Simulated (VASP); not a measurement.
Set up this calculation in VASP 6.6.1, as the native input.

- Task: single point
- Functional: r2SCAN
- Potentials or basis: VASP PAW PBE potentials, release 64 (Ga_d, As)
- Cutoff: 520 eV
- k mesh: 6 × 6 × 6
- Occupations: gaussian, width 0.01 eV
- Spin: no spin polarisation
- Dipole correction: no
- Further INCAR settings: ALGO = Normal; EDIFF = 1e-07; NBANDS = 16

GaAs:

```
Ga As
1.0
     0.00000    2.83309    2.83309
     2.83309    0.00000    2.83309
     2.83309    2.83309    0.00000
Ga As
1 1
Cartesian
  0.0000 0.0000 0.0000
  1.4165 1.4165 1.4165
```

The input as run:

POSCAR

```
GaAs
1.0
    0.0000000000      2.8330850957      2.8330850957
    2.8330850957      0.0000000000      2.8330850957
    2.8330850957      2.8330850957      0.0000000000
Ga As
1 1
Direct
    0.0000000000      0.0000000000      0.0000000000
    0.2500000000      0.2500000000      0.2500000000
```

INCAR.step1

```
PREC = Accurate
ENCUT = 520
ISMEAR = 0
SIGMA = 0.01
LREAL = False
LASPH = True
NELM = 80
NBANDS = 16
GGA = PE
ALGO = Normal
EDIFF = 1E-4
LWAVE = True
LCHARG = False
```

INCAR.step2

```
PREC = Accurate
ENCUT = 520
EDIFF = 1E-7
ISMEAR = 0
SIGMA = 0.01
LREAL = False
LASPH = True
NELM = 80
ALGO = Normal
ISIF = 2
LWAVE = False
LCHARG = False
METAGGA = R2SCAN
LMIXTAU = True
NBANDS = 16
ISTART = 1
```

KPOINTS

```
Automatic mesh
0
Gamma
  6 6 6
```

Potentials or basis: VASP PAW PBE potentials, release 64 (Ga_d, As).

Launch:

```console
$ cat potpaw_PBE.64/Ga_d/POTCAR potpaw_PBE.64/As/POTCAR > POTCAR
$ cp INCAR.step1 INCAR
$ mpirun -np 1 vasp_std > vasp.out
$ cp INCAR.step2 INCAR
$ mpirun -np 1 vasp_std > vasp.out
```

It gave:

```json
{"Pressure": "0.1 GPa", "Band gap on the k mesh": "0.94 eV, direct"}
```

Caveat: the PAW data sets were made with another functional, which shifts forces and pressure a little.

Wall time 46 s on 1 thread of Intel(R) Xeon(R) 6975P-C (Granite Rapids), on a shared host, peak memory 0.17 GiB.
